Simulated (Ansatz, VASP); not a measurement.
# Two plane-wave programs on SiC

File POSCAR:

```
SiC
1.0
    3.0753564236      0.0000000000      0.0000000000
   -1.5376782118      2.6633367885      0.0000000000
    0.0000000000      0.0000000000      5.0481087552
Si C
2 2
Direct
    0.3333333333      0.6666666667      0.4995917705
    0.6666666667      0.3333333333      0.9995917705
    0.3333333333      0.6666666667      0.8754082295
    0.6666666667      0.3333333333      0.3754082295
```

Contents of INCAR.step1:

```
SYSTEM = SiC
PREC     = Accurate       ! precision mode
ENCUT    = 520            ! plane-wave cutoff, eV
EDIFF    = 1E-5           ! SCF threshold, eV
ISMEAR   = 0              ! smearing method
SIGMA    = 0.01           ! smearing width, eV
LREAL    = .FALSE.        ! projectors in reciprocal space
LASPH    = .TRUE.         ! aspherical terms in the spheres
NELM     = 60             ! most SCF steps
ALGO     = Normal         ! electronic algorithm
ISIF     = 2              ! what is computed and relaxed
LWAVE    = .TRUE.         ! write WAVECAR
LCHARG   = .FALSE.        ! write CHGCAR
NBANDS   = 16             ! bands
GGA      = PE             ! functional
```

Contents of INCAR.step2:

```
SYSTEM = SiC
PREC     = Accurate       ! precision mode
ENCUT    = 520            ! plane-wave cutoff, eV
EDIFF    = 1E-6           ! SCF threshold, eV
ISMEAR   = 0              ! smearing method
SIGMA    = 0.01           ! smearing width, eV
LREAL    = .FALSE.        ! projectors in reciprocal space
LASPH    = .TRUE.         ! aspherical terms in the spheres
NELM     = 60             ! most SCF steps
ALGO     = Normal         ! electronic algorithm
ISIF     = 2              ! what is computed and relaxed
LWAVE    = .FALSE.        ! write WAVECAR
LCHARG   = .FALSE.        ! write CHGCAR
GGA      = PE             ! functional
LHFCALC  = .TRUE.         ! exact exchange
HFSCREEN = 0.2079         ! screening, 1/A
PRECFOCK = Normal       
NBANDS   = 16             ! bands
ISTART   = 1
```

The input KPOINTS:

```
regular mesh
0
G
  6 6 2
  0 0 0
```

Input for Ansatz:

```yaml
crystal:
  lattice:
    - [3.0753564236, 0.0, 0.0]
    - [-1.5376782118, 2.6633367885, 0.0]
    - [0.0, 0.0, 5.0481087552]
  atoms:
    - { symbol: Si, position: [0.3333333333, 0.6666666667, 0.4995917705] }
    - { symbol: Si, position: [0.6666666667, 0.3333333333, 0.9995917705] }
    - { symbol: C, position: [0.3333333333, 0.6666666667, 0.8754082295] }
    - { symbol: C, position: [0.6666666667, 0.3333333333, 0.3754082295] }
kpoints:
  mp_grid: { grid: [6, 6, 2] }
hamiltonian:
  xc: hse06
scf:
  occupations: { method: fixed }
  n_extra_bands: 5
  exx: { ecutfock_ratio: 2 }
output:
  forces: true
  stress: true
  eigenvalues: true
```

Alike in both runs: task single point; functional HSE06; k mesh 6 × 6 × 2; no spin polarisation.

|  | VASP | Ansatz |
| --- | --- | --- |
| version | VASP 6.6.1 | Ansatz 0.2.0 |
| potentials or method | VASP PAW PBE potentials, release 64 (Si, C) | plane waves |
| plane-wave cutoff (eV) | 520 | 420 |
| occupations | gaussian, width 0.01 eV | fixed |
| valence electrons in the cell | 16 | 16 |

```csv
,VASP,Ansatz,Ansatz less VASP
gap on the k mesh at the Fermi level (eV),3.17,3.17,-0.006
pressure (GPa),-1.5,-1.1,+0.42
"traceless stress, the component that is largest in VASP (GPa)",0.21,0.27,+0.058
rms of the force components (eV/Å),0.026,0.026,+0.0001
```

Atom by atom the forces differ by 0.000 eV/Å (rms over components). Ansatz's warnings: stress exchange threshold loose, stress scf threshold loose.

The k mesh is coarse, so the values compare programs but aren't converged.
